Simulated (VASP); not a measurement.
A run of VASP 6.6.1:

INCAR

```
PREC     = Accurate       # precision mode
ENCUT    = 520            # plane-wave cutoff, eV
EDIFF    = 1E-6           # SCF threshold, eV
ISMEAR   = -1             # smearing method
SIGMA    = 0.1            # smearing width, eV
LREAL    = F              # projectors in reciprocal space
LASPH    = T              # aspherical terms in the spheres
NELM     = 80             # most SCF steps
ALGO     = Normal         # electronic algorithm
ISIF     = 2              # what is computed and relaxed
LWAVE    = F              # write WAVECAR
LCHARG   = F              # write CHGCAR
GGA      = PS             # functional
NBANDS   = 17             # bands
```

File KPOINTS:

```
Automatic mesh
0
Gamma
  9 9 9
```

The input POSCAR:

```
PbSe
1.0
    0.0000000000      3.0606500000      3.0606500000
    3.0606500000      0.0000000000      3.0606500000
    3.0606500000      3.0606500000      0.0000000000
Pb Se
1 1
Direct
    0.0000000000      0.0000000000      0.0000000000
    0.5000000000      0.5000000000      0.5000000000
```

Potentials or basis: VASP PAW PBE potentials, release 64 (Pb_d, Se).

Run with:

```console
$ cat potpaw_PBE.64/Pb_d/POTCAR potpaw_PBE.64/Se/POTCAR > POTCAR
$ mpirun -np 1 vasp_std > vasp.out
```

Hardware: 1 thread of Intel(R) Xeon(R) 6975P-C (Granite Rapids), with other jobs on the host.

Task: Estimate the wall time of this run.

Result: Wall time 10 s on 1 thread of Intel(R) Xeon(R) 6975P-C (Granite Rapids), with other jobs on the host, peak memory 0.19 GiB. Counts: scf iterations 12, k points 35.
